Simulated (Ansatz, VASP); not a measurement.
# TiO2: VASP beside Ansatz

INCAR

```
SYSTEM = TiO2
PREC     = Accurate       ! precision mode
ENCUT    = 520            ! plane-wave cutoff, eV
EDIFF    = 1E-7           ! SCF threshold, eV
ISMEAR   = 0              ! smearing method
SIGMA    = 0.05           ! smearing width, eV
LREAL    = .False.        ! projectors in reciprocal space
LASPH    = .True.         ! aspherical terms in the spheres
NELM     = 80             ! most SCF steps
ALGO     = Normal         ! electronic algorithm
ISIF     = 2              ! what is computed and relaxed
LWAVE    = .False.        ! write WAVECAR
LCHARG   = .False.        ! write CHGCAR
GGA      = PS             ! functional
NBANDS   = 33             ! bands
```

File KPOINTS:

```
Automatic mesh
0
Gamma
  6 6 10
  0 0 0
```

Contents of POSCAR:

```
TiO2
1.0
    4.5912476203      0.0000000000      0.0000000000
    0.0000000000      4.5912476203      0.0000000000
    0.0000000000      0.0000000000      2.9389940195
Ti O
2 4
Direct
    0.0000000000      0.0000000000      0.0255189359
    0.5000000000      0.5000000000      0.5000000000
    0.3044387440      0.3044387440      0.0000000000
    0.1955612560      0.8044387440      0.5000000000
    0.6955612560      0.6955612560      0.0000000000
    0.8044387440      0.1955612560      0.5000000000
```

Input for Ansatz:

```yaml
crystal:
  lattice:
    - [4.5912476203, 0.0, 0.0]
    - [0.0, 4.5912476203, 0.0]
    - [0.0, 0.0, 2.9389940195]
  atoms:
    - { symbol: Ti, position: [0.0, 0.0, 0.0255189359] }
    - { symbol: Ti, position: [0.5, 0.5, 0.5] }
    - { symbol: O, position: [0.304438744, 0.304438744, 0.0] }
    - { symbol: O, position: [0.195561256, 0.804438744, 0.5] }
    - { symbol: O, position: [0.695561256, 0.695561256, 0.0] }
    - { symbol: O, position: [0.804438744, 0.195561256, 0.5] }
basis:
  ecutwfc: 420
kpoints:
  mp_grid: { grid: [6, 6, 10] }
hamiltonian:
  xc: pbesol
scf:
  occupations: { method: gaussian, width: 0.05 }
output:
  forces: true
  stress: true
  eigenvalues: true
```

Alike in both runs: task single point; functional PBEsol; k mesh 6 × 6 × 10; occupations gaussian, width 0.05 eV; no spin polarisation.

```csv
,VASP,Ansatz
version,VASP 6.6.1,Ansatz 0.2.0
potentials or method,"VASP PAW PBE potentials, release 64 (Ti_sv, O), cutoff 520 eV","scalar-relativistic, plane waves, PAW"
valence electrons in the cell,48,48
```

|  | VASP | Ansatz | Ansatz less VASP |
| --- | --- | --- | --- |
| gap on the k mesh at the Fermi level (eV) | 1.90 | 1.93 | +0.027 |
| least direct gap on the mesh (eV) | 1.91 | 1.94 | +0.027 |
| pressure (GPa) | 1.1 | 0.4 | -0.68 |
| traceless stress, the component that is largest in VASP (GPa) | -0.42 | -0.40 | +0.012 |
| rms of the force components (eV/Å) | 0.051 | 0.038 | -0.0134 |

VASP's potentials were made for PBE, not for PBEsol. Atom by atom the forces differ by 0.016 eV/Å (rms over components).
